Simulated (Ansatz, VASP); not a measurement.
## One calculation of Cr, two programs

```
Cr
1.0
    -2.24845    2.24845    1.22022
     2.24845   -2.24845    1.22022
     2.24845    2.24845   -1.22022
Cr
2
Direct
  0.00000 0.00000 0.00000
  0.75000 0.25000 0.50000
```

Alike in both runs: functional PBE; k mesh 26 × 26 × 26; occupations gaussian, width 0.1 eV; no spin polarisation.

Ansatz relaxed the structure, and its values are those at the end. VASP's run is a single point on that final structure, the one shown.

|  | VASP | Ansatz |
| --- | --- | --- |
| version | VASP 6.6.1 | Ansatz 0.2.0 |
| potentials or method | VASP PAW PBE potentials, release 64 (Cr_pv), cutoff 520 eV | scalar-relativistic, plane waves, PAW |
| valence electrons in the cell | 24 | 28 |

```csv
,VASP,Ansatz,Ansatz less VASP
gap on the k mesh at the Fermi level (eV),none,none,-
pressure (GPa),-0.3,0.0,+0.28
```

A gap of «none» marks a metal or a gap that the smearing closes. VASP's potentials hold 24 valence electrons a cell and Ansatz's 28, so a difference there can come from the potentials and not from the codes.
